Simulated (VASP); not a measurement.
A run of VASP 6.6.1:

The input INCAR:

```
SYSTEM = TiN
PREC = Accurate
ENCUT = 1330
EDIFF = 1E-6
ISMEAR = 0
SIGMA = 0.1
LREAL = .False.
LASPH = .True.
NELM = 120
ALGO = Normal
ISIF = 2
LWAVE = .False.
LCHARG = .False.
GGA = CA
NBANDS = 16
GGA_COMPAT = .False.
```

File KPOINTS:

```
regular mesh
0
Gamma
  8 8 8
  0 0 0
```

File POSCAR:

```
TiN
1.0
    0.0000000000      2.0858820416      2.0858820416
    2.0858820416      0.0000000000      2.0858820416
    2.0858820416      2.0858820416      0.0000000000
Ti N
1 1
Direct
    0.0000000000      0.0000000000      0.0000000000
    0.5000000000      0.5000000000      0.5000000000
```

Potentials or basis: VASP PAW LDA potentials, release 64 (Ti_sv, N_h).

Command:

```console
$ cat potpaw_LDA.64/Ti_sv/POTCAR potpaw_LDA.64/N_h/POTCAR > POTCAR
$ mpirun -np 1 vasp_std > vasp.out
```

Hardware: 1 thread of AMD EPYC 7R13 Processor (Zen 3), with other jobs on the host.

Question: Estimate the wall time of this run.

Answer: It took 31 s on 1 thread of AMD EPYC 7R13 Processor (Zen 3) (shared host), peak memory 0.17 GiB. Counts: scf iterations 15, k points 29.
